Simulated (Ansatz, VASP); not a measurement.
# One calculation of Al, two programs

File INCAR:

```
ALGO = Fast
EDIFF = 1E-6
ENCUT = 520
GGA = PE
ISIF = 2
ISMEAR = 0
IVDW = 12
LASPH = T
LCHARG = T
LELF = T
LREAL = F
LVHAR = T
LWAVE = F
NBANDS = 14
NELM = 60
PREC = Accurate
SIGMA = 0.15
```

File KPOINTS:

```
k-points
0
Gamma
  18 18 6
```

The input POSCAR:

```
Al
1.0
    2.8598386554      0.0000000000      0.0000000000
   -1.4299193277      2.4766929263      0.0000000000
    0.0000000000      0.0000000000      8.6664550612
Al
4
Direct
    0.0000000000      0.0000000000      0.0000000000
    0.3333333333      0.6666666667      0.2500000000
    0.0000000000      0.0000000000      0.5000000000
    0.6666666667      0.3333333333      0.7500000000
```

Input for Ansatz:

```yaml
crystal:
  lattice:
    - [2.8598386554, 0.0, 0.0]
    - [-1.4299193277, 2.4766929263, 0.0]
    - [0.0, 0.0, 8.6664550612]
  atoms:
    - { symbol: Al, position: [0.0, 0.0, 0.0] }
    - { symbol: Al, position: [0.3333333333, 0.6666666667, 0.25] }
    - { symbol: Al, position: [0.0, 0.0, 0.5] }
    - { symbol: Al, position: [0.6666666667, 0.3333333333, 0.75] }
basis:
  ecutwfc: 420
kpoints:
  mp_grid: { grid: [18, 18, 6] }
hamiltonian:
  xc: pbe
  dispersion: d3bj
scf:
  occupations: { method: gaussian, width: 0.15 }
output:
  forces: true
  stress: true
  eigenvalues: true
```

Alike in both runs: task single point; functional PBE; dispersion D3(BJ); k mesh 18 × 18 × 6; occupations gaussian, width 0.15 eV; no spin polarisation.

```csv
,VASP,Ansatz
version,VASP 6.6.1,Ansatz 0.2.0
potentials or method,"VASP PAW PBE potentials, release 64 (Al), cutoff 520 eV","scalar-relativistic, plane waves, PAW"
valence electrons in the cell,12,12
```

```tsv
	VASP	Ansatz	Ansatz less VASP
gap on the k mesh at the Fermi level (eV)	none	none	-
pressure (GPa)	3.7	3.7	+0.03
traceless stress, the component that is largest in VASP (GPa)	4.97	4.97	0.000
```

A gap of «none» marks a metal or a gap that the smearing closes.
